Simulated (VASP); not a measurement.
Here is a VASP 6.6.1 calculation.

The input INCAR:

```
  ALGO = Normal
  EDIFF = 1E-7
  ENCUT = 520
  ISIF = 2
  ISMEAR = 0
  LASPH = T
  LCHARG = F
  LREAL = F
  LWAVE = F
  NBANDS = 11
  NELM = 100
  PREC = Accurate
  SIGMA = 0.01
```

The input KPOINTS:

```
k-points
0
Gamma
  8 8 8
```

The input POSCAR:

```
AlN
1.0
    0.0000000000      2.1711430940      2.1711430940
    2.1711430940      0.0000000000      2.1711430940
    2.1711430940      2.1711430940      0.0000000000
Al N
1 1
Direct
    0.0000000000      0.0000000000      0.0000000000
    0.2500000000      0.2500000000      0.2500000000
```

Potentials or basis: VASP PAW LDA potentials, release 64 (Al, N).

The run is started by

```bash
$ cat potpaw_LDA.64/Al/POTCAR potpaw_LDA.64/N/POTCAR > POTCAR
$ mpirun -np 1 vasp_std > vasp.out
```

(1) What does it give for the band gap on the k mesh?

(2) Estimate the pressure.

## Answers

(1) 3.23 eV, indirect (least direct gap 4.39 eV).

(2) 0.6 GPa.
